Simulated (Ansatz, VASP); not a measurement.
# Two plane-wave programs on Sn2As3

```
CELL_PARAMETERS angstrom
4.87434 0.00000 0.00000
0.00000 3.83893 4.28985
0.00000 -3.83893 4.28985
ATOMIC_POSITIONS crystal
Sn 0.00000 0.48198 0.48198
Sn 0.50000 0.75322 0.75322
As 0.50000 0.23197 0.71267
As 0.50000 0.71267 0.23197
As 0.50000 0.27994 0.27994
```

Alike in both runs: functional PBE; k mesh 8 × 8 × 8; occupations gaussian, width 0.1 eV; no spin polarisation.

Ansatz relaxed the structure, and its values are those at the end. VASP's run is a single point on that final structure, the one shown.

|  | VASP | Ansatz |
| --- | --- | --- |
| version | VASP 6.6.1 | Ansatz 0.2.0 |
| potentials or method | VASP PAW PBE potentials, release 64 (Sn_d, As), cutoff 520 eV | scalar-relativistic, plane waves, PAW |
| valence electrons in the cell | 43 | 73 |

```tsv
	VASP	Ansatz	Ansatz less VASP
gap on the k mesh at the Fermi level (eV)	none	none	-
pressure (GPa)	0.1	0.0	-0.07
rms of the force components (eV/Å)	0.020	0.001	-0.0191
```

A gap of «none» marks a metal or a gap that the smearing closes. VASP's potentials hold 43 valence electrons a cell and Ansatz's 73, so a difference there can come from the potentials and not from the codes.
